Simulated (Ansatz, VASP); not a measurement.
One calculation of SnO2, two programs

File INCAR:

```
PREC     = Accurate       # precision mode
ENCUT    = 520            # plane-wave cutoff, eV
EDIFF    = 1E-7           # SCF threshold, eV
ISMEAR   = 0              # smearing method
SIGMA    = 0.05           # smearing width, eV
LREAL    = False          # projectors in reciprocal space
LASPH    = True           # aspherical terms in the spheres
NELM     = 80             # most SCF steps
ALGO     = Normal         # electronic algorithm
ISIF     = 2              # what is computed and relaxed
LWAVE    = False          # write WAVECAR
LCHARG   = True           # write CHGCAR
GGA      = CA             # functional
LELF     = True           # ELF
LVHAR    = True         
NBANDS   = 64             # bands
```

The input KPOINTS:

```
Automatic mesh
0
Gamma
  6 6 6
```

File POSCAR:

```
SnO2
1.0
    4.6578152375      0.0000000000      0.0000000000
    0.0000000000      5.4908315363      0.0000000000
    0.0000000000      0.0000000000      5.1532576067
Sn O
4 8
Direct
    0.5000000000      0.6673419135      0.7500000000
    0.0000000000      0.8326580865      0.2500000000
    0.5000000000      0.3326580865      0.2500000000
    0.0000000000      0.1673419135      0.7500000000
    0.7309254637      0.6050162923      0.0776916535
    0.2309254637      0.8949837077      0.9223083465
    0.7690745363      0.8949837077      0.5776916535
    0.2690745363      0.6050162923      0.4223083465
    0.7309254637      0.3949837077      0.5776916535
    0.2309254637      0.1050162923      0.4223083465
    0.7690745363      0.1050162923      0.0776916535
    0.2690745363      0.3949837077      0.9223083465
```

Input for Ansatz:

```yaml
crystal:
  lattice:
    - [4.6578152375, 0.0, 0.0]
    - [0.0, 5.4908315363, 0.0]
    - [0.0, 0.0, 5.1532576067]
  atoms:
    - { symbol: Sn, position: [0.5, 0.6673419135, 0.75] }
    - { symbol: Sn, position: [0.0, 0.8326580865, 0.25] }
    - { symbol: Sn, position: [0.5, 0.3326580865, 0.25] }
    - { symbol: Sn, position: [0.0, 0.1673419135, 0.75] }
    - { symbol: O, position: [0.7309254637, 0.6050162923, 0.0776916535] }
    - { symbol: O, position: [0.2309254637, 0.8949837077, 0.9223083465] }
    - { symbol: O, position: [0.7690745363, 0.8949837077, 0.5776916535] }
    - { symbol: O, position: [0.2690745363, 0.6050162923, 0.4223083465] }
    - { symbol: O, position: [0.7309254637, 0.3949837077, 0.5776916535] }
    - { symbol: O, position: [0.2309254637, 0.1050162923, 0.4223083465] }
    - { symbol: O, position: [0.7690745363, 0.1050162923, 0.0776916535] }
    - { symbol: O, position: [0.2690745363, 0.3949837077, 0.9223083465] }
basis:
  ecutwfc: 520.0
kpoints:
  mp_grid: { grid: [6, 6, 6] }
hamiltonian:
  xc: lda
  pseudopotentials: { kind: paw, azcp: { folder: soft_1 } }
scf:
  occupations: { method: gaussian, width: 0.05 }
output:
  forces: true
  stress: true
  eigenvalues: true
```

Change from the starting cell: volume 10.983 Å^3 an atom, stretch along b over the lengths across it, relative to the relaxed cell 0.9736.

Alike in both runs: task single point; functional LDA; k mesh 6 × 6 × 6; occupations gaussian, width 0.05 eV; no spin polarisation.

|  | VASP | Ansatz |
| --- | --- | --- |
| version | VASP 6.6.1 | Ansatz 0.2.0 |
| potentials or method | VASP PAW LDA potentials, release 64 (Sn_d, O), cutoff 520 eV | scalar-relativistic, plane waves, PAW |
| valence electrons in the cell | 104 | 104 |

VASP gave:

```
gap on the k mesh at the Fermi level (eV)                     : 2.15
least direct gap on the mesh (eV)                             : 2.15
pressure (GPa)                                                : 15.3
traceless stress, the component that is largest in VASP (GPa) : 3.15
rms of the force components (eV/Å)                            : 0.120
```

**Question.** Which values does Ansatz return?

**Answer.** gap on the k mesh at the Fermi level (eV): 2.12; least direct gap on the mesh (eV): 2.12; pressure (GPa): 13.5; traceless stress, the component that is largest in VASP (GPa): 3.20; rms of the force components (eV/Å): 0.106.

Ansatz warns that its potentials were made for another functional, while VASP's fit it. LDA's correlation is that of Perdew and Zunger in VASP and of Perdew and Wang (1992) in Ansatz. Atom by atom the forces differ by 0.015 eV/Å (rms over components).
